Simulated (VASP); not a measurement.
# Co (P6_3/mmc) in VASP: notebook

Co is run at these levels: PBEsol; tasks: single point.

Program: VASP 6.6.1. These are calculated values, not measurements. Logs are shortened: lines on timing, memory, paths and dates and some standing lists are left out, and cuts for length are marked.

**1. The cell of the first run**

It takes space group P6_3/mmc (No. 194, hexagonal). The conventional cell has a = 2.414 Å, b = 2.414 Å, c = 7.859 Å, α = 90.00°, β = 90.00°, γ = 120.00°. Co (site symmetry -3m) has 12 Co at 2.41 Å within 3.2 Å. Within 3.2 Å of Co (site symmetry -6m2) lie 12 Co at 2.41 Å.

**2. Single point, PBEsol**

File INCAR:

```
SYSTEM = Co
ALGO = Normal ; EDIFF = 1E-6
ENCUT = 600 ; GGA = PS
GGA_COMPAT = .False. ; ISIF = 2
ISMEAR = -1 ; LASPH = .True.
LCHARG = .False. ; LREAL = .False.
LWAVE = .False. ; NBANDS = 42
NELM = 120 ; PREC = Accurate
SIGMA = 0.1
```

File KPOINTS:

```
k-points
0
Gamma
  14 14 4
  0 0 0
```

File POSCAR:

```
Co
1.0
    2.4144563129      0.0000000000      0.0000000000
   -1.2072281565      2.0909805033      0.0000000000
    0.0000000000      0.0000000000      7.8594283610
Co
4
Direct
    1.0000000000      1.0000000000      1.0000000000
    1.0000000000      1.0000000000      0.5000000000
    0.3333333333      0.6666666667      0.2500000000
    0.6666666667      0.3333333333      0.7500000000
```

Potentials or basis: VASP PAW PBE potentials, release 64 (Co_sv).

Launch:

```sh
$ cat potpaw_PBE.64/Co_sv/POTCAR > POTCAR
$ mpirun -np 1 vasp_std > vasp.out
```

OUTCAR:

```text
SYSTEM = Co
   EDIFF = 1E-6
   ENCUT = 600
   GGA = PS
   ISIF = 2
   ISMEAR = -1
   LASPH = .True.
   LREAL = .False.
   NELM = 120
   PREC = Accurate

 ion  position               nearest neighbor table
   1  0.000  0.000  0.000-   3 2.41   4 2.41   4 2.41   3 2.41   4 2.41   3 2.41
   2  0.000  0.000  0.500-   3 2.41   4 2.41   4 2.41   3 2.41   4 2.41   3 2.41
   3  0.333  0.667  0.250-   1 2.41   2 2.41   1 2.41   2 2.41   1 2.41   2 2.41
   4  0.667  0.333  0.750-   1 2.41   2 2.41   1 2.41   2 2.41   1 2.41   2 2.41

  LATTYP: Found a hexagonal cell.
 ALAT       =     2.4144563129
 C/A-ratio  =     3.2551545120

  Lattice vectors:

 A1 = (   2.4144563129,   0.0000000000,   0.0000000000)
 A2 = (  -1.2072281565,   2.0909805033,   0.0000000000)
 A3 = (   0.0000000000,   0.0000000000,   7.8594283610)

Analysis of symmetry for initial positions (statically):
=====================================================================
 Subroutine PRICEL returns:
 Original cell was already a primitive cell.

 Routine SETGRP: Setting up the symmetry group for a
 hexagonal supercell.

 Subroutine GETGRP returns: Found 24 space group operations
 (whereof 12 operations were pure point group operations)
 out of a pool of 24 trial point group operations.

The static configuration has the point symmetry D_3d.
 The point group associated with its full space group is D_6h.

Analysis of symmetry for dynamics (positions and initial velocities):
=====================================================================
 Subroutine PRICEL returns:
 Original cell was already a primitive cell.

 Routine SETGRP: Setting up the symmetry group for a
 hexagonal supercell.

 Subroutine GETGRP returns: Found 24 space group operations
 (whereof 12 operations were pure point group operations)
 out of a pool of 24 trial point group operations.

The dynamic configuration has the point symmetry D_3d.
 The point group associated with its full space group is D_6h.

 Subroutine INISYM returns: Found 24 space group operations
 (whereof 12 operations are pure point group operations),
 and found     1 'primitive' translations

----------------------------------------------------------------------------------------

                                     Primitive cell

  volume of cell :      39.6790

  direct lattice vectors                    reciprocal lattice vectors
     2.414456313  0.000000000  0.000000000     0.414171917  0.239122268  0.000000000
    -1.207228157  2.090980503  0.000000000     0.000000000  0.478244536  0.000000000
     0.000000000  0.000000000  7.859428361     0.000000000  0.000000000  0.127235717

  length of vectors
     2.414456313  2.414456313  7.859428361     0.478244536  0.478244536  0.127235717

  position of ions in fractional coordinates (direct lattice)
     0.000000000  0.000000000  0.000000000
     0.000000000  0.000000000  0.500000000
     0.333333333  0.666666667  0.250000000
     0.666666667  0.333333333  0.750000000

  ion indices of the primitive-cell ions
   primitive index   ion index
                 1           1
                 2           2
                 3           3
                 4           4

----------------------------------------------------------------------------------------

 KPOINTS: k-points

Automatic generation of k-mesh.
 Grid dimensions read from file:
 generate k-points for:   14   14    4

 Generating k-lattice:

  Cartesian coordinates                     Fractional coordinates (reciprocal lattice)
     0.029583708  0.017080162  0.000000000     0.071428571  0.000000000  0.000000000
     0.000000000  0.034160324  0.000000000     0.000000000  0.071428571  0.000000000
     0.000000000  0.000000000  0.031808929     0.000000000  0.000000000  0.250000000

  Length of vectors
     0.034160324  0.034160324  0.031808929

  Shift w.r.t. Gamma in fractional coordinates (k-lattice)
     0.000000000  0.000000000  0.000000000

 Subroutine IBZKPT returns following result:
 ===========================================

 Found     72 irreducible k-points:

 Following reciprocal coordinates:
            Coordinates               Weight
  0.000000  0.000000  0.000000      1.000000
  0.071429  0.000000  0.000000      6.000000
  0.142857  0.000000  0.000000      6.000000
  0.214286  0.000000  0.000000      6.000000
  0.285714  0.000000  0.000000      6.000000
  0.357143 -0.000000  0.000000      6.000000
[... 16 lines left out ...]
  0.285714  0.285714  0.000000      6.000000
  0.357143  0.285714  0.000000      6.000000
 [... further k-points ...]
   k-points           NKPTS =     72   k-points in BZ     NKDIM =     72   number of bands    NBANDS=     42
   number of dos      NEDOS =    301   number of ions     NIONS =      4
   total plane-waves  NPLWV =  25600
   dimension x,y,z NGX =    20 NGY =   20 NGZ =   64
   dimension x,y,z NGXF=    40 NGYF=   40 NGZF=  128
   ions per type =               4
   NGX,Y,Z   is equivalent  to a cutoff of  13.77, 13.77, 13.54 a.u.
   NGXF,Y,Z  is equivalent  to a cutoff of  27.54, 27.54, 27.08 a.u.
 SYSTEM =  Co
   PREC   = accura    normal or accurate (medium, high low for compatibility)
   ISTART =      0    job   : 0-new  1-cont  2-samecut
   ICHARG =      2    charge: 1-file 2-atom 10-const
   ISPIN  =      1    spin polarized calculation?
   LNONCOLLINEAR =      F non collinear calculations
   LSORBIT =      F    spin-orbit coupling
   LASPH  =      T    aspherical Exc in radial PAW
   ENCUT  =  600.0 eV  44.10 Ry    6.64 a.u.   4.82  4.82 15.70*2*pi/ulx,y,z
   NELM   =    120;   NELMIN=  2; NELMDL= -5     # of ELM steps
   EDIFF  = 0.1E-05   stopping-criterion for ELM
   LREAL  =      F    real-space projection
   EDIFFG = 0.1E-04   stopping-criterion for IOM
   NSW    =      0    number of steps for IOM
   IBRION =     -1    ionic relax: 0-MD 1-quasi-New 2-CG
   NFREE  =      0    steps in history (QN), initial steepest desc. (CG)
   ISIF   =      2    stress and relaxation
   ISYM   =      2    0-nonsym 1-usesym 2-fastsym
   POTIM  = 0.5000    time-step for ionic-motion
   TEBEG  =    0.0;   TEEND  =   0.0 temperature during run
   PSTRESS=    0.0 pullay stress
   NELECT =      68.0000    total number of electrons
   NUPDOWN=      -1.0000    fix difference up-down
   EMIN   =  10.00;   EMAX   =-10.00  energy-range for DOS
   EFERMI =   0.00;   METHOD = LEGACY
   ISMEAR =    -1;   SIGMA  =   0.10  broadening in eV -4-tet -1-fermi 0-gaus
   EFERMI_NEDOS =   21; number of points for ismear=-14 and -15
   IALGO  =     38    algorithm
   IMIX   =      4    mixing-type and parameters
     AMIX     =   0.40;   BMIX     =  1.00
     AMIX_MAG =   1.60;   BMIX_MAG =  1.00
  volume/ion in A,a.u.               =       9.92        66.94
  Fermi-wavevector in a.u.,A,eV,Ry     =   1.959105  3.702172 52.220415  3.838092
  Thomas-Fermi vector in A             =   2.984577
   LORBIT       =      0    0 simple, 1 ext, 2 COOP (PROOUT), +10 PAW based schemes
   GGA     = PS    functional components
   LHFCALC =     F    Hartree Fock is set to
   AEXX    =    0.0000 exact exchange contribution
   IVDW    =     0    specifies the selected vdW correction
   LEPSILON=     F    determine dielectric tensor
   LRPA    =     F    only Hartree local field effects (RPA)
 non-spin polarized calculation
  energy-cutoff  :      600.00
  volume of cell :       39.68
 maximum number of plane-waves:      1344
 NGX is ok and might be reduce to    20
   NGX =  9   NGY =  9   NGZ = 31

 number of electron      68.0000066 magnetization

 Free energy of the ion-electron system (eV)
  ---------------------------------------------------
  ext. energy  EPLUGINS =         0.00000000
  ---------------------------------------------------
  free energy    TOTEN  =       -30.74932475 eV

  energy without entropy =      -30.44538633  energy(sigma->0) =      -30.59735554

 E-fermi :  13.2666     XC(G=0): -14.6938

 val. band max:       13.2663572167   @ k =   0.1429   0.0714   0.0000
 cond. band min:      13.2692037245   @ k =   0.3571   0.2857   0.2500
 fundamental gap:      0.0028465078
 Fermi energy:        13.2666250977

 k-point     1 :       0.0000    0.0000    0.0000
  band No.  band energies     occupation
      1     -81.6698      2.00000
      2     -81.6295      2.00000
      3     -81.6248      2.00000
      4     -81.5844      2.00000
      5     -45.2739      2.00000
      6     -45.0554      2.00000
[... 34 lines left out ...]
     41      20.7822      0.00000
     42      29.2775      0.00000

 k-point     2 :       0.0714    0.0000    0.0000
  band No.  band energies     occupation
      1     -81.6661      2.00000
      2     -81.6268      2.00000
      3     -81.6221      2.00000
      4     -81.5826      2.00000
      5     -45.2661      2.00000
      6     -45.0578      2.00000
[... 34 lines left out ...]
     41      20.7987      0.00000
     42      29.4065      0.00000

 k-point     3 :       0.1429    0.0000    0.0000
  band No.  band energies     occupation
      1     -81.6557      2.00000
      2     -81.6192      2.00000
      3     -81.6144      2.00000
      4     -81.5778      2.00000
      5     -45.2444      2.00000
      6     -45.0669      2.00000
[... 34 lines left out ...]
     41      20.8603      0.00000
     42      29.7642      0.00000

 k-point     4 :       0.2143    0.0000    0.0000
  band No.  band energies     occupation
      1     -81.6402      2.00000
      2     -81.6082      2.00000
      3     -81.6034      2.00000
      4     -81.5712      2.00000
      5     -45.2104      2.00000
      6     -45.0943      2.00000
[... 844 lines left out ...]
     41      22.0089      0.00000
     42      22.1039      0.00000

 k-point    23 :       0.2857    0.2857    0.0000
  band No.  band energies     occupation
      1     -81.5755      2.00000
      2     -81.5697      2.00000
      3     -81.5649      2.00000
      4     -81.5591      2.00000
      5     -45.1955      2.00000
      6     -45.1716      2.00000
[... 34 lines left out ...]
     41      20.9565      0.00000
     42      22.6064      0.00000

 k-point    24 :       0.3571    0.2857    0.0000
  band No.  band energies     occupation
      1     -81.5698      2.00000
      2     -81.5680      2.00000
      3     -81.5632      2.00000
      4     -81.5614      2.00000
      5     -45.1903      2.00000
      6     -45.1596      2.00000
[... 34 lines left out ...]
     41      20.5788      0.00000
     42      21.3994      0.00000

 [... further k-points ...]

------------------------ aborting loop because EDIFF is reached ----------------------------------------

  FORCE on cell =-STRESS in cart. coord.  units (eV):
  Direction    XX          YY          ZZ          XY          YZ          ZX
  --------------------------------------------------------------------------------------
  -------------------------------------------------------------------------------------
  Total       -0.9369261     -0.9369261     -0.9419864      0.0000000      0.0000000      0.0000000
  in kB      -37.8316816    -37.8316816    -38.0360092      0.0000000      0.0000000      0.0000000
  external PRESSURE =     -37.8997908 kB  Pullay stress =       0.0000000 kB

 VOLUME and BASIS-vectors are now :
 -----------------------------------------------------------------------------
  energy-cutoff  :      600.00
  volume of cell :       39.68
      direct lattice vectors                 reciprocal lattice vectors
     2.414456313  0.000000000  0.000000000     0.414171917  0.239122268  0.000000000
    -1.207228157  2.090980503  0.000000000     0.000000000  0.478244536  0.000000000
     0.000000000  0.000000000  7.859428361     0.000000000  0.000000000  0.127235717

 POSITION                                       TOTAL-FORCE (eV/Angst)
 -----------------------------------------------------------------------------------
      0.00000      0.00000      0.00000        -0.000000      0.000000      0.000000
      0.00000      0.00000      3.92971        -0.000000      0.000000      0.000000
     -0.00000      1.39399      1.96486         0.000000      0.000000     -0.000000
      1.20723      0.69699      5.89457         0.000000      0.000000      0.000000
 -----------------------------------------------------------------------------------
    total drift:                                0.000000     -0.000000      0.000000

  FREE ENERGIE OF THE ION-ELECTRON SYSTEM (eV)
  ---------------------------------------------------
  free  energy   TOTEN  =       -30.7493247550 eV

  energy  without entropy=      -30.4453863326  energy(sigma->0) =      -30.59735554
```

Wall time 3.1 min (1 thread of Intel Xeon Platinum 8375C at 2.90GHz (Ice Lake), shared host); peak memory 0.23 GiB.

What came out:

```
Free energy            : -30.7493 eV
Pressure               : -3.8 GPa
Band gap on the k mesh : zero (bands 34 and 35 overlap by 1.17 eV)
```

Caveat: the cell stands under tension; the PAW data sets were made with another functional, which shifts forces and pressure a little; the run has no spin polarisation, though such a crystal can be magnetic. Spin polarisation is off, so any magnetic state and its effect on volume and gap are missing.

**3. Single point, PBEsol, collinear spin, antiferromagnetic start**

This run uses another cell than the first one, of 10.38 Å³/atom.

File INCAR:

```
SYSTEM = Co
ALGO     = Normal         ! electronic algorithm
EDIFF    = 1E-6           ! SCF threshold, eV
ENCUT    = 520            ! plane-wave cutoff, eV
GGA      = PS             ! functional
ISIF     = 2              ! what is computed and relaxed
ISMEAR   = -1             ! smearing method
ISPIN    = 2              ! spin polarisation
LASPH    = .TRUE.         ! aspherical terms in the spheres
LCHARG   = .TRUE.         ! write CHGCAR
LELF     = .TRUE.         ! ELF
LMAXMIX  = 4              ! l up to which the mixer works
LORBIT   = 11             ! projections on sites
LREAL    = .FALSE.        ! projectors in reciprocal space
LVHAR    = .TRUE.       
LWAVE    = .FALSE.        ! write WAVECAR
MAGMOM   = 1.7 1.7 -1.7 -1.7 ! initial moments
NBANDS   = 30             ! bands
NELM     = 150            ! most SCF steps
PREC     = Accurate       ! precision mode
SIGMA    = 0.05           ! smearing width, eV
```

File KPOINTS:

```
k-points
0
G
  14 14 4
  0 0 0
```

File POSCAR:

```
Co
1.0
    2.4548605200      0.0000000000      0.0000000000
   -1.2274302600      2.1259715731      0.0000000000
    0.0000000000      0.0000000000      7.9550277668
Co
4
Direct
    0.0000000000      0.0000000000      1.0000000000
    1.0000000000      1.0000000000      0.5000000000
    0.3333333333      0.6666666667      0.2500000000
    0.6666666667      0.3333333333      0.7500000000
```

Potentials or basis: VASP PAW PBE potentials, release 64 (Co).

Launch:

```sh
$ cat potpaw_PBE.64/Co/POTCAR > POTCAR
$ mpirun -np 1 vasp_std > vasp.out
```

It took 11 min on 1 thread of Intel Xeon 8259CL, shared host; peak memory 0.22 GiB.

It converged, with:

- Free energy: -30.2479 eV
- Pressure: -13.0 GPa
- Band gap on the k mesh: zero (filled and empty bands overlap)
- Net moment: 0.00 μB per cell
- Valence electrons inside the program's atomic spheres: Co 8.36

Stress tensor (GPa, compression positive):
```
-13.60   0.00   0.00
  0.00 -13.60   0.00
  0.00   0.00 -11.92
```

Levels at points of the mesh, in eV from the Fermi level:
Spin up:
```tsv
k point	band 14	band 15	band 16	band 17	band 18	band 19	band 20	band 21	band 22	band 23
(0.00, 0.00, 0.00)	-1.62	-1.62	-0.86	-0.86	-0.49	-0.49	-0.19	-0.19	-0.09	0.26
(0.50, 0.00, 0.00)	0.30	0.31	0.35	0.36	0.46	0.47	0.47	0.49	1.59	3.14
(0.00, 0.00, 0.50)	-1.78	-1.58	-1.58	-0.66	-0.66	-0.66	-0.66	0.06	0.06	0.06
(0.50, 0.00, 0.50)	-0.84	-0.05	-0.05	0.32	0.32	0.45	0.45	1.87	1.87	3.32
```
Spin down:
| k point | band 16 | band 17 | band 18 | band 19 | band 20 | band 21 |
| --- | --- | --- | --- | --- | --- | --- |
| (0.00, 0.00, 0.00) | -0.86 | -0.86 | -0.49 | -0.49 | -0.19 | -0.19 |
| (0.50, 0.00, 0.00) | 0.35 | 0.36 | 0.46 | 0.47 | 0.47 | 0.49 |
| (0.00, 0.00, 0.50) | -1.58 | -0.66 | -0.66 | -0.66 | -0.66 | 0.06 |
| (0.50, 0.00, 0.50) | -0.05 | 0.32 | 0.32 | 0.45 | 0.45 | 1.87 |

Caveat: the cell stands under tension; the PAW data sets were made with another functional, which shifts forces and pressure a little.

**4. Single point, PBEsol, collinear spin, ferromagnetic start (9.13 Å³/atom)**

This run uses another cell than the first one, of 9.13 Å³/atom.

File INCAR:

```
SYSTEM = Co
PREC = Accurate
ENCUT = 520
EDIFF = 1E-6
ISMEAR = -1
SIGMA = 0.05
LREAL = .False.
LASPH = .True.
NELM = 150
ALGO = Normal
ISIF = 2
LWAVE = .False.
LCHARG = .False.
ISPIN = 2
MAGMOM = 1.653 1.653 1.672 1.672
LORBIT = 11
LMAXMIX = 4
GGA = PS
NBANDS = 30
```

File KPOINTS:

```
Automatic mesh
0
Gamma
  16 16 5
  0 0 0
```

File POSCAR:

```
Co
1.0
    2.3524534884      0.0000000000      0.0000000000
   -1.1762267442      2.0372844822      0.0000000000
    0.0000000000      0.0000000000      7.6231756010
Co
4
Direct
    0.0000000000      0.0000000000      1.0000000000
    1.0000000000      1.0000000000      0.5000000000
    0.3333333333      0.6666666667      0.2500000000
    0.6666666667      0.3333333333      0.7500000000
```

Launch:

```sh
$ cat potpaw_PBE.64/Co/POTCAR > POTCAR
$ mpirun -np 1 vasp_std > vasp.out
```

Run time: 6.8 min. Hardware: 1 thread of Intel Xeon 8259CL, shared host; peak memory 0.23 GiB.

Results (log left out):

| Property | Result |
| --- | --- |
| Free energy | -30.3710 eV |
| Pressure | 41.4 GPa |
| Band gap on the k mesh | zero (filled and empty bands overlap) |
| Net moment | 5.98 μB per cell |
| Site moments | Co +1.47, +1.49 (each value once) μB |
| Valence electrons inside the program's atomic spheres | Co 8.67 |

Stress tensor (GPa, compression positive):
```
41.53  0.00  0.00
 0.00 41.53  0.00
 0.00  0.00 41.14
```

Levels at points of the mesh, in eV from the Fermi level:
Spin up:
```tsv
k point	band 17	band 18	band 19	band 20	band 21	band 22	band 23	band 24	band 25	band 26
(0.00, 0.00, 0.00)	-1.78	-1.36	-1.36	-0.95	-0.95	-0.43	-0.43	-0.29	7.96	16.96
(0.50, 0.00, 0.00)	-0.28	-0.17	-0.13	-0.11	0.28	1.55	3.19	3.87	8.57	8.60
```
Spin down:
```tsv
k point	band 10	band 11	band 12	band 13	band 14	band 15	band 16	band 17	band 18	band 19
(0.00, 0.00, 0.00)	-1.54	-1.44	-1.16	-1.16	-1.09	-1.09	-0.20	-0.08	-0.08	0.37
(0.50, 0.00, 0.00)	-1.60	-1.04	-0.26	-0.22	0.61	1.38	1.41	1.45	1.47	1.58
```

Caveat: the cell stands under pressure; the PAW data sets were made with another functional, which shifts forces and pressure a little.
